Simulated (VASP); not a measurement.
# TaAs: single point with PBE

TaAs:

```
Ta As
1.0
    -1.74800    1.74800    5.93143
     1.74800   -1.74800    5.93143
     1.74800    1.74800   -5.93143
Ta As
2 2
Direct
  0.50016 0.00016 0.50000
  0.75016 0.75016 0.00000
  0.08243 0.58243 0.50000
  0.33243 0.33243 0.00000
```

```yaml
Program: VASP 6.6.1
Task: single point
Functional: PBE
Potentials_or_basis: VASP PAW PBE potentials, release 64 (Ta_sv_GW, As_d)
Cutoff: 510 eV
k_mesh: 8 × 8 × 8
Occupations: fermi-dirac, width 0.02 eV
Spin: no spin polarisation
Dipole_correction: no
Further_INCAR_settings: ALGO = Normal; EDIFF = 1e-06; NBANDS = 36
```

```json
{
 "Pressure": "-5.2 GPa",
 "Largest force": "0.016 eV/Å",
 "Band gap on the k mesh": "zero (bands 28 and 29 overlap by 0.04 eV)"
}
```

Forces on the atoms (eV/Å):
```
Ta   0.000  0.000 -0.016
Ta   0.000  0.000 -0.016
As   0.000  0.000  0.016
As   0.000  0.000  0.016
```

Stress tensor (GPa, compression positive):
```
-5.41  0.00  0.00
 0.00 -5.41  0.00
 0.00  0.00 -4.67
```

Levels at points of the mesh, in eV from the Fermi level:
| k point | band 25 | band 26 | band 27 | band 28 | band 29 | band 30 | band 31 | band 32 |
| --- | --- | --- | --- | --- | --- | --- | --- | --- |
| (0.00, 0.00, 0.00) | -2.24 | -1.85 | -1.63 | -1.63 | 0.82 | 1.45 | 2.20 | 2.87 |
| (0.50, 0.00, 0.00) | -2.40 | -2.27 | -1.50 | -0.29 | 0.10 | 1.28 | 2.10 | 2.28 |
| (0.50, 0.50, 0.00) | -3.13 | -3.13 | -1.12 | -1.12 | 2.59 | 2.59 | 2.86 | 2.86 |
| (0.50, 0.50, 0.50) | -2.66 | -2.66 | -1.00 | -1.00 | 1.12 | 1.12 | 2.15 | 2.15 |

Run time: 6.5 min on 1 thread of Intel(R) Xeon(R) Platinum 8259CL CPU @ 2.50GHz (Skylake/Cascade Lake), with other jobs on the host, peak memory 0.41 GiB.

Caveat: the cell stands under tension; spin-orbit coupling is left out, which moves the levels of the heavy elements.
